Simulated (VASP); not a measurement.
# AlN (P6_3/mmc) in VASP: notebook

Runs on AlN. Level: PBE. Tasks: single point.

Program: VASP 6.6.1. These are calculated values, not measurements. Logs are shortened: lines on timing, memory, paths and dates and some standing lists are left out, and cuts for length are marked.

## Step 1: The cell of the first run

Symmetry: P6_3/mmc, No. 194, hexagonal system. The conventional cell has a = 2.981 Å, b = 2.981 Å, c = 4.188 Å, α = 90.00°, β = 90.00°, γ = 120.00°. Within 2.3 Å of Al (site symmetry -6m2) lie 5 N at 1.72 to 2.09 Å. N (site symmetry -6m2) has 5 Al at 1.72 to 2.09 Å within 2.3 Å.

## Step 2: Single point, PBE (strain -0.1000 x Voigt [1, 1, 0, 0, 0, 0])

Contents of INCAR:

```
ALGO = Normal
EDIFF = 1E-6
ENCUT = 520
GGA = PE
ISIF = 2
ISMEAR = 0
LASPH = True
LCHARG = False
LREAL = False
LWAVE = False
NBANDS = 16
NELM = 60
PREC = Accurate
SIGMA = 0.05
```

Contents of KPOINTS:

```
k-points
0
Gamma
  9 9 6
```

Contents of POSCAR:

```
AlN
1.0
    2.9809041676      0.0000000000      0.0000000000
   -1.4904520838      2.5815387354      0.0000000000
    0.0000000000      0.0000000000      4.1875630000
Al N
2 2
Direct
    0.3333333333      0.6666666667      0.7500000000
    0.6666666667      0.3333333333      0.2500000000
    0.3333333333      0.6666666667      0.2500000000
    0.6666666667      0.3333333333      0.7500000000
```

Potentials or basis: VASP PAW PBE potentials, release 64 (Al, N).

The run is started by

```sh
> cat potpaw_PBE.64/Al/POTCAR potpaw_PBE.64/N/POTCAR > POTCAR
> mpirun -np 1 vasp_std > vasp.out
```

OUTCAR:

```text
EDIFF = 1E-6
   ENCUT = 520
   GGA = PE
   ISIF = 2
   ISMEAR = 0
   LASPH = True
   LREAL = False
   NELM = 60
   PREC = Accurate

 ion  position               nearest neighbor table
   1  0.333  0.667  0.750-   4 1.72   4 1.72   4 1.72   3 2.09   3 2.09   2 2.71   2 2.71   2 2.71
                             2 2.71   2 2.71   2 2.71
   2  0.667  0.333  0.250-   3 1.72   3 1.72   3 1.72   4 2.09   4 2.09   1 2.71   1 2.71   1 2.71
                             1 2.71   1 2.71   1 2.71
   3  0.333  0.667  0.250-   2 1.72   2 1.72   2 1.72   1 2.09   1 2.09
   4  0.667  0.333  0.750-   1 1.72   1 1.72   1 1.72   2 2.09   2 2.09

  LATTYP: Found a hexagonal cell.
 ALAT       =     2.9809041676
 C/A-ratio  =     1.4047962513

  Lattice vectors:

 A1 = (   2.9809041676,   0.0000000000,   0.0000000000)
 A2 = (  -1.4904520838,   2.5815387354,   0.0000000000)
 A3 = (   0.0000000000,   0.0000000000,   4.1875630000)

Analysis of symmetry for initial positions (statically):
=====================================================================
 Subroutine PRICEL returns:
 Original cell was already a primitive cell.

 Routine SETGRP: Setting up the symmetry group for a
 hexagonal supercell.

 Subroutine GETGRP returns: Found 24 space group operations
 (whereof 12 operations were pure point group operations)
 out of a pool of 24 trial point group operations.

The static configuration has the point symmetry D_3d.
 The point group associated with its full space group is D_6h.

Analysis of symmetry for dynamics (positions and initial velocities):
=====================================================================
 Subroutine PRICEL returns:
 Original cell was already a primitive cell.

 Routine SETGRP: Setting up the symmetry group for a
 hexagonal supercell.

 Subroutine GETGRP returns: Found 24 space group operations
 (whereof 12 operations were pure point group operations)
 out of a pool of 24 trial point group operations.

The dynamic configuration has the point symmetry D_3d.
 The point group associated with its full space group is D_6h.

 Subroutine INISYM returns: Found 24 space group operations
 (whereof 12 operations are pure point group operations),
 and found     1 'primitive' translations

----------------------------------------------------------------------------------------

                                     Primitive cell

  volume of cell :      32.2246

  direct lattice vectors                    reciprocal lattice vectors
     2.980904168  0.000000000  0.000000000     0.335468685  0.193682935  0.000000000
    -1.490452084  2.581538735  0.000000000     0.000000000  0.387365871  0.000000000
     0.000000000  0.000000000  4.187563000     0.000000000  0.000000000  0.238802377

  length of vectors
     2.980904168  2.980904168  4.187563000     0.387365871  0.387365871  0.238802377

  position of ions in fractional coordinates (direct lattice)
     0.333333333  0.666666667  0.750000000
     0.666666667  0.333333333  0.250000000
     0.333333333  0.666666667  0.250000000
     0.666666667  0.333333333  0.750000000

  ion indices of the primitive-cell ions
   primitive index   ion index
                 1           1
                 2           2
                 3           3
                 4           4

----------------------------------------------------------------------------------------

 KPOINTS: k-points

Automatic generation of k-mesh.
 Grid dimensions read from file:
 generate k-points for:    9    9    6

 Generating k-lattice:

  Cartesian coordinates                     Fractional coordinates (reciprocal lattice)
     0.037274298  0.021520326  0.000000000     0.111111111 -0.000000000  0.000000000
     0.000000000  0.043040652  0.000000000     0.000000000  0.111111111  0.000000000
     0.000000000  0.000000000  0.039800396     0.000000000  0.000000000  0.166666667

  Length of vectors
     0.043040652  0.043040652  0.039800396

  Shift w.r.t. Gamma in fractional coordinates (k-lattice)
     0.000000000  0.000000000  0.000000000

 Subroutine IBZKPT returns following result:
 ===========================================

 Found     48 irreducible k-points:

 Following reciprocal coordinates:
            Coordinates               Weight
  0.000000  0.000000  0.000000      1.000000
  0.111111  0.000000  0.000000      6.000000
  0.222222  0.000000  0.000000      6.000000
  0.333333  0.000000  0.000000      6.000000
  0.444444  0.000000  0.000000      6.000000
  0.111111  0.111111  0.000000      6.000000
[... 16 lines left out ...]
  0.333333  0.222222  0.166667     24.000000
  0.333333  0.333333  0.166667      4.000000
 [... further k-points ...]
   k-points           NKPTS =     48   k-points in BZ     NKDIM =     48   number of bands    NBANDS=     16
   number of dos      NEDOS =    301   number of ions     NIONS =      4
   total plane-waves  NPLWV =  18432
   dimension x,y,z NGX =    24 NGY =   24 NGZ =   32
   dimension x,y,z NGXF=    48 NGYF=   48 NGZF=   64
   ions per type =               2   2
   NGX,Y,Z   is equivalent  to a cutoff of  13.38, 13.38, 12.70 a.u.
   NGXF,Y,Z  is equivalent  to a cutoff of  26.77, 26.77, 25.41 a.u.
 SYSTEM =  unknown system
   PREC   = accura    normal or accurate (medium, high low for compatibility)
   ISTART =      0    job   : 0-new  1-cont  2-samecut
   ICHARG =      2    charge: 1-file 2-atom 10-const
   ISPIN  =      1    spin polarized calculation?
   LNONCOLLINEAR =      F non collinear calculations
   LSORBIT =      F    spin-orbit coupling
   LASPH  =      T    aspherical Exc in radial PAW
   ENCUT  =  520.0 eV  38.22 Ry    6.18 a.u.   5.54  5.54  7.79*2*pi/ulx,y,z
   NELM   =     60;   NELMIN=  2; NELMDL= -5     # of ELM steps
   EDIFF  = 0.1E-05   stopping-criterion for ELM
   LREAL  =      F    real-space projection
   EDIFFG = 0.1E-04   stopping-criterion for IOM
   NSW    =      0    number of steps for IOM
   IBRION =     -1    ionic relax: 0-MD 1-quasi-New 2-CG
   NFREE  =      0    steps in history (QN), initial steepest desc. (CG)
   ISIF   =      2    stress and relaxation
   ISYM   =      2    0-nonsym 1-usesym 2-fastsym
   POTIM  = 0.5000    time-step for ionic-motion
   TEBEG  =    0.0;   TEEND  =   0.0 temperature during run
   PSTRESS=    0.0 pullay stress
   NELECT =      16.0000    total number of electrons
   NUPDOWN=      -1.0000    fix difference up-down
   EMIN   =  10.00;   EMAX   =-10.00  energy-range for DOS
   EFERMI =   0.00;   METHOD = LEGACY
   ISMEAR =     0;   SIGMA  =   0.05  broadening in eV -4-tet -1-fermi 0-gaus
   EFERMI_NEDOS =   21; number of points for ismear=-14 and -15
   IALGO  =     38    algorithm
   IMIX   =      4    mixing-type and parameters
     AMIX     =   0.40;   BMIX     =  1.00
     AMIX_MAG =   1.60;   BMIX_MAG =  1.00
  volume/ion in A,a.u.               =       8.06        54.37
  Fermi-wavevector in a.u.,A,eV,Ry     =   1.296340  2.449727 22.864544  1.680497
  Thomas-Fermi vector in A             =   2.427802
   LORBIT       =      0    0 simple, 1 ext, 2 COOP (PROOUT), +10 PAW based schemes
   GGA     = PE    functional components
   LHFCALC =     F    Hartree Fock is set to
   AEXX    =    0.0000 exact exchange contribution
   IVDW    =     0    specifies the selected vdW correction
   LEPSILON=     F    determine dielectric tensor
   LRPA    =     F    only Hartree local field effects (RPA)
 non-spin polarized calculation
 Gauss-broadening in eV      SIGMA  =   0.05
  energy-cutoff  :      520.00
  volume of cell :       32.22
 maximum number of plane-waves:       915
 NGX is ok and might be reduce to    24
   NGX = 11   NGY = 11   NGZ = 15

 number of electron      16.0000002 magnetization

 Free energy of the ion-electron system (eV)
  ---------------------------------------------------
  ext. energy  EPLUGINS =         0.00000000
  ---------------------------------------------------
  free energy    TOTEN  =       -27.42776501 eV

  energy without entropy =      -27.42776501  energy(sigma->0) =      -27.42776501

 E-fermi :  11.0169     XC(G=0): -12.1279

 val. band max:       10.7722780073   @ k =   0.0000   0.0000   0.0000
 cond. band min:      14.8888788646   @ k =   0.3333   0.3333   0.0000
 fundamental gap:      4.1166008573
 Fermi energy:        11.0169462440

 k-point     1 :       0.0000    0.0000    0.0000
  band No.  band energies     occupation
      1      -7.9644      2.00000
      2      -3.9505      2.00000
      3       2.0362      2.00000
      4       7.0232      2.00000
      5       7.0232      2.00000
      6       8.3233      2.00000
[... 8 lines left out ...]
     15      23.7633      0.00000
     16      23.7633      0.00000

 k-point     2 :       0.1111    0.0000    0.0000
  band No.  band energies     occupation
      1      -7.7742      2.00000
      2      -3.8835      2.00000
      3       2.2338      2.00000
      4       6.3849      2.00000
      5       6.7981      2.00000
      6       7.8158      2.00000
[... 8 lines left out ...]
     15      23.1864      0.00000
     16      23.8032      0.00000

 k-point     3 :       0.2222    0.0000    0.0000
  band No.  band energies     occupation
      1      -7.2274      2.00000
      2      -3.7487      2.00000
      3       2.8127      2.00000
      4       4.9659      2.00000
      5       6.3512      2.00000
      6       6.7681      2.00000
[... 8 lines left out ...]
     15      22.6719      0.00000
     16      23.9882      0.00000
[... 362 lines left out ...]
 k-point    23 :       0.3333    0.2222    0.1667
  band No.  band energies     occupation
      1      -5.0795      2.00000
      2      -4.1519      2.00000
      3       2.8211      2.00000
      4       3.9249      2.00000
      5       4.8266      2.00000
      6       6.4482      2.00000
[... 8 lines left out ...]
     15      23.8574      0.00000
     16      26.3159      0.00000

 k-point    24 :       0.3333    0.3333    0.1667
  band No.  band energies     occupation
      1      -4.5149      2.00000
      2      -4.5149      2.00000
      3       2.7751      2.00000
      4       4.2730      2.00000
      5       4.2730      2.00000
      6       6.1854      2.00000
[... 8 lines left out ...]
     15      23.8109      0.00000
     16      26.4549      0.00000

 [... further k-points ...]

------------------------ aborting loop because EDIFF is reached ----------------------------------------

  FORCE on cell =-STRESS in cart. coord.  units (eV):
  Direction    XX          YY          ZZ          XY          YZ          ZX
  --------------------------------------------------------------------------------------
  -------------------------------------------------------------------------------------
  Total       20.1240623     20.1240623      6.4850528      0.0000000     -0.0000000      0.0000000
  in kB     1000.5486767   1000.5486767    322.4304742      0.0000000     -0.0000000      0.0000000
  external PRESSURE =     774.5092758 kB  Pullay stress =       0.0000000 kB

 VOLUME and BASIS-vectors are now :
 -----------------------------------------------------------------------------
  energy-cutoff  :      520.00
  volume of cell :       32.22
      direct lattice vectors                 reciprocal lattice vectors
     2.980904168  0.000000000  0.000000000     0.335468685  0.193682935  0.000000000
    -1.490452084  2.581538735  0.000000000     0.000000000  0.387365871  0.000000000
     0.000000000  0.000000000  4.187563000     0.000000000  0.000000000  0.238802377

 POSITION                                       TOTAL-FORCE (eV/Angst)
 -----------------------------------------------------------------------------------
     -0.00000      1.72103      3.14067        -0.000000      0.000000      0.000000
      1.49045      0.86051      1.04689         0.000000     -0.000000      0.000000
     -0.00000      1.72103      1.04689        -0.000000      0.000000      0.000000
      1.49045      0.86051      3.14067        -0.000000      0.000000      0.000000
 -----------------------------------------------------------------------------------
    total drift:                               -0.000000      0.000000     -0.000000

  FREE ENERGIE OF THE ION-ELECTRON SYSTEM (eV)
  ---------------------------------------------------
  free  energy   TOTEN  =       -27.4277650071 eV

  energy  without entropy=      -27.4277650071  energy(sigma->0) =      -27.42776501
```

Run time: 11 s. Hardware: 1 thread of Intel Xeon Platinum 8375C at 2.90GHz (Ice Lake), shared host; peak memory 0.15 GiB.

Results:

```
Free energy            : -27.4278 eV
Pressure               : 77.5 GPa
Band gap on the k mesh : 4.12 eV, indirect (least direct gap 4.85 eV)
```

Caveat: the cell differs from its parent crystal (strain -0.1000 x Voigt [1, 1, 0, 0, 0, 0]). A k mesh can miss the band edges.

## Step 3: Single point, PBE (strain -0.0750 x Voigt [1, 1, 0, 0, 0, 0])

Contents of INCAR:

```
SYSTEM = AlN
  ALGO = Normal
  EDIFF = 1E-7
  ENCUT = 520
  GGA = PE
  ISIF = 2
  ISMEAR = 0
  LASPH = .TRUE.
  LCHARG = .FALSE.
  LREAL = .FALSE.
  LWAVE = .FALSE.
  NBANDS = 16
  NELM = 100
  PREC = Accurate
  SIGMA = 0.05
```

Contents of KPOINTS:

```
k-points
0
G
  9 9 6
  0 0 0
```

Edit POSCAR of step 2 so:

```diff
@@ -2,4 +2,4 @@
 1.0
-    2.9809041676      0.0000000000      0.0000000000
-   -1.4904520838      2.5815387354      0.0000000000
+    3.0637070612      0.0000000000      0.0000000000
+   -1.5318535306      2.6532481447      0.0000000000
     0.0000000000      0.0000000000      4.1875630000
```

Potentials or basis: VASP PAW PBE potentials, release 64 (Al, N).

The run is started by

```sh
> cat potpaw_PBE.64/Al/POTCAR potpaw_PBE.64/N/POTCAR > POTCAR
> mpirun -np 1 vasp_std > vasp.out
```

It took 13 s on 1 thread of Intel Xeon Platinum 8375C at 2.90GHz (Ice Lake), shared host; peak memory 0.15 GiB.

The run converged. Its results:

```
Free energy            : -28.3475 eV
Pressure               : 50.3 GPa
Band gap on the k mesh : 4.37 eV, indirect (least direct gap 4.38 eV)
```

Stress tensor (GPa, compression positive):
```
63.87  0.00  0.00
 0.00 63.87  0.00
 0.00  0.00 23.09
```

Levels at points of the mesh, in eV from the valence-band top:
```csv
k point,band 5,band 6,band 7,band 8,band 9,band 10,band 11,band 12
"(0.00, 0.00, 0.00)",-3.67,-2.27,-2.27,0.00,4.38,6.00,9.51,9.51
"(0.00, 0.00, 0.50)",-3.01,-3.01,-3.01,-3.01,6.69,6.69,9.69,9.69
```

Caveat: the cell differs from its parent crystal (strain -0.0750 x Voigt [1, 1, 0, 0, 0, 0]). A k mesh can miss the band edges.

## Step 4: Single point, PBE (strain -0.0500 x Voigt [1, 1, 0, 0, 0, 0])

Contents of INCAR:

```
SYSTEM = AlN
PREC = Accurate ; ENCUT = 520
EDIFF = 1E-6 ; ISMEAR = 0
SIGMA = 0.05 ; LREAL = .FALSE.
LASPH = .TRUE. ; NELM = 60
ALGO = Normal ; ISIF = 2
LWAVE = .FALSE. ; LCHARG = .FALSE.
GGA = PE ; NBANDS = 16
```

Contents of KPOINTS:

```
regular mesh
0
G
  9 9 6
  0 0 0
```

Edit POSCAR of step 3 so:

```diff
@@ -2,4 +2,4 @@
 1.0
-    3.0637070612      0.0000000000      0.0000000000
-   -1.5318535306      2.6532481447      0.0000000000
+    3.1465099547      0.0000000000      0.0000000000
+   -1.5732549774      2.7249575541      0.0000000000
     0.0000000000      0.0000000000      4.1875630000
```

The run is started by

```sh
> cat potpaw_PBE.64/Al/POTCAR potpaw_PBE.64/N/POTCAR > POTCAR
> mpirun -np 1 vasp_std > vasp.out
```

Wall time 12 s (1 thread of Intel Xeon Platinum 8375C at 2.90GHz (Ice Lake), shared host); peak memory 0.15 GiB.

The run converged. Its results:

```
Free energy            : -28.9237 eV
Pressure               : 29.1 GPa
Band gap on the k mesh : 3.97 eV, direct
```

Stress tensor (GPa, compression positive):
```
36.33  0.00  0.00
 0.00 36.33  0.00
 0.00  0.00 14.71
```

Levels at points of the mesh, in eV from the valence-band top:
```tsv
k point	band 4	band 5	band 6	band 7	band 8	band 9	band 10	band 11	band 12	band 13
(0.00, 0.00, 0.00)	-3.56	-3.56	-2.07	-2.07	0.00	3.97	5.39	9.01	9.01	11.97
(0.00, 0.00, 0.50)	-4.10	-2.85	-2.85	-2.85	-2.85	6.27	6.27	9.19	9.19	9.19
```

Caveat: the cell differs from its parent crystal (strain -0.0500 x Voigt [1, 1, 0, 0, 0, 0]).

## Step 5: Single point, PBE (strain -0.0250 x Voigt [1, 1, 0, 0, 0, 0])

Contents of INCAR:

```
SYSTEM = AlN
PREC = Accurate ; ENCUT = 520
EDIFF = 1E-6 ; ISMEAR = 0
SIGMA = 0.05 ; LREAL = .False.
LASPH = .True. ; NELM = 80
ALGO = Normal ; ISIF = 2
LWAVE = .False. ; LCHARG = .True.
GGA = PE ; LELF = .True.
LVHAR = .True. ; NBANDS = 16
```

Contents of KPOINTS:

```
Automatic mesh
0
Gamma
  9 9 6
  0 0 0
```

Edit POSCAR of step 4 so:

```diff
@@ -2,4 +2,4 @@
 1.0
-    3.1465099547      0.0000000000      0.0000000000
-   -1.5732549774      2.7249575541      0.0000000000
+    3.2293128483      0.0000000000      0.0000000000
+   -1.6146564241      2.7966669634      0.0000000000
     0.0000000000      0.0000000000      4.1875630000
```

The run is started by

```sh
> cat potpaw_PBE.64/Al/POTCAR potpaw_PBE.64/N/POTCAR > POTCAR
> mpirun -np 1 vasp_std > vasp.out
```

Run time: 12 s. Hardware: 1 thread of Intel Xeon Platinum 8375C at 2.90GHz (Ice Lake), shared host; peak memory 0.15 GiB.

The run converged. Its results:

* Free energy: -29.2280 eV
* Pressure: 12.7 GPa
* Band gap on the k mesh: 3.60 eV, direct

Stress tensor (GPa, compression positive):
```
15.52  0.00  0.00
 0.00 15.52  0.00
 0.00  0.00  7.02
```

Levels at points of the mesh, in eV from the valence-band top:
```tsv
k point	band 4	band 5	band 6	band 7	band 8	band 9	band 10	band 11	band 12	band 13
(0.00, 0.00, 0.00)	-3.43	-3.43	-1.85	-1.85	0.00	3.60	4.86	8.59	8.59	11.58
(0.00, 0.00, 0.50)	-3.90	-2.67	-2.67	-2.67	-2.67	5.93	5.93	8.78	8.78	8.78
```

Caveat: the cell differs from its parent crystal (strain -0.0250 x Voigt [1, 1, 0, 0, 0, 0]). A k mesh can miss the band edges.

## Step 6: Single point, PBE (strain +0.0250 x Voigt [1, 1, 0, 0, 0, 0])

Contents of INCAR:

```
SYSTEM = AlN
ALGO = Normal ; EDIFF = 1E-6
ENCUT = 520 ; GGA = PE
ISIF = 2 ; ISMEAR = 0
LASPH = .TRUE. ; LCHARG = .FALSE.
LREAL = .FALSE. ; LWAVE = .FALSE.
NBANDS = 16 ; NELM = 60
PREC = Accurate ; SIGMA = 0.05
```

Contents of KPOINTS:

```
k-points
0
G
  9 9 6
  0 0 0
```

Edit POSCAR of step 5 so:

```diff
@@ -2,4 +2,4 @@
 1.0
-    3.2293128483      0.0000000000      0.0000000000
-   -1.6146564241      2.7966669634      0.0000000000
+    3.3949186354      0.0000000000      0.0000000000
+   -1.6974593177      2.9400857820      0.0000000000
     0.0000000000      0.0000000000      4.1875630000
```

Potentials or basis: VASP PAW PBE potentials, release 64 (Al, N).

The run is started by

```sh
> cat potpaw_PBE.64/Al/POTCAR potpaw_PBE.64/N/POTCAR > POTCAR
> mpirun -np 1 vasp_std > vasp.out
```

Run time: 20 s. Hardware: 1 thread of Intel Xeon Platinum 8375C at 2.90GHz (Ice Lake), shared host; peak memory 0.17 GiB.

Results (log left out):

```yaml
Free_energy: -29.2442 eV
Pressure: -9.7 GPa
Band_gap_on_the_k_mesh: 2.98 eV, direct
```

Stress tensor (GPa, compression positive):
```
-11.38   0.00   0.00
  0.00 -11.38   0.00
  0.00   0.00  -6.31
```

Levels at points of the mesh, in eV from the valence-band top:
```
           k point  band 4  band 5  band 6  band 7  band 8  band 9  band 10  band 11  band 12  band 13
(0.00, 0.00, 0.00)   -3.10   -3.10   -1.36   -1.36    0.00    2.98     4.01     7.95     7.95    10.94
(0.00, 0.00, 0.50)   -3.57   -2.27   -2.27   -2.27   -2.27    5.44     5.44     8.13     8.13     8.13
```

Caveat: the cell differs from its parent crystal (strain +0.0250 x Voigt [1, 1, 0, 0, 0, 0]).

## Step 7: The runs side by side

```csv
cell,gap on the mesh (eV),pressure (GPa)
"a = 2.981, b = 2.981, c = 4.188 Å, angles 90.0, 90.0, 120.0°, 4 atoms",4.12,77.5
"a = 3.064, b = 3.064, c = 4.188 Å, angles 90.0, 90.0, 120.0°, 4 atoms",4.37,50.3
"a = 3.147, b = 3.147, c = 4.188 Å, angles 90.0, 90.0, 120.0°, 4 atoms",3.97,29.1
"a = 3.229, b = 3.229, c = 4.188 Å, angles 90.0, 90.0, 120.0°, 4 atoms",3.60,12.7
"a = 3.395, b = 3.395, c = 4.188 Å, angles 90.0, 90.0, 120.0°, 4 atoms",2.98,-9.7
```

Alike in all rows: task single point; level PBE; potentials or basis VASP PAW PBE potentials, release 64 (Al, N); no spin polarisation; k mesh 9 × 9 × 6; cutoff (eV) 520; smearing gaussian 0.05 eV.

Total energies depend on the potentials used, so only differences within one code and one set of settings carry meaning.
